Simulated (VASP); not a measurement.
NaI:

```
CELL_PARAMETERS angstrom
4.06242 0.00000 0.00000
0.00000 4.06242 0.00000
0.00000 0.00000 4.06242
ATOMIC_POSITIONS crystal
Na 0.00000 0.00000 0.00000
I 0.50000 0.50000 0.50000
```

| Item | Value |
| --- | --- |
| Program | VASP 6.6.1 |
| Task | relaxation of cell and atoms |
| Functional | PBEsol |
| Potentials or basis | VASP PAW PBE potentials, release 64 (Na_pv, I) |
| Cutoff | 600 eV |
| k mesh | 6 × 6 × 6 |
| Occupations | fermi-dirac, width 0.02 eV |
| Spin | no spin polarisation |

At the start: pressure -0.9 GPa; volume 33.52 Å³/atom.

**Question.** How do energy, volume and symmetry change on relaxing?

**Answer.** Over 5 steps the energy falls by 5.1 meV/atom and the volume is 31.80 Å³/atom (-5.1 %); space group Pm-3m (No. 221, to 0.1 Å) before and after.

Step by step:
| step | energy change (eV) | largest force (eV/Å) | pressure (GPa) | volume (Å³) |
| --- | --- | --- | --- | --- |
| 1 | 0.0000 | 0.0000 | -0.87 | 67.04 |
| 2 | -0.0075 | 0.0000 | -0.43 | 65.29 |
| 3 | -0.0096 | 0.0000 | -0.21 | 64.39 |
| 4 | -0.0094 | 0.0000 | 0.28 | 62.62 |
| 5 | -0.0102 | 0.0000 | -0.02 | 63.61 |

Final structure:
```
CELL_PARAMETERS angstrom
3.99176 0.00000 0.00000
0.00000 3.99176 0.00000
0.00000 0.00000 3.99176
ATOMIC_POSITIONS crystal
Na 0.00000 0.00000 0.00000
I 0.50000 0.50000 0.50000
```

Caveat: the structure was generated, so it needn't be the stable form of NaI; the PAW data sets were made with another functional, which shifts forces and pressure a little.
